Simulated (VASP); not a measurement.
Runs of VASP 6.6.1 on TcN2. The structure is that of space group Fm-3m (No. 225), or close to it. The cells are those of the table. 

```tsv
cell	gap on the mesh (eV)	pressure (GPa)
a = 3.503 Å, angles 60.0°, 3 atoms	none	(a)
a = 3.469 Å, angles 60.0°, 3 atoms	none	(b)
a = 3.399 Å, angles 60.0°, 3 atoms	none	10.4
a = 3.536 Å, angles 60.0°, 3 atoms	none	-21.7
a = 3.434 Å, angles 60.0°, 3 atoms	none	0.3
```

Alike in all rows: task single point; level PBE; potentials or basis VASP PAW PBE potentials, release 64 (Tc_pv, N); no spin polarisation; k mesh 8 × 8 × 8; cutoff (eV) 520; smearing methfessel-paxton 0.1 eV.

Q: Estimate the missing entries.

A: (a) -15.6; (b) -8.3.

A k mesh can miss the band edges, and the runs leave out spin-orbit coupling on Tc.

A gap of «none» marks levels without a gap at the run's occupations.
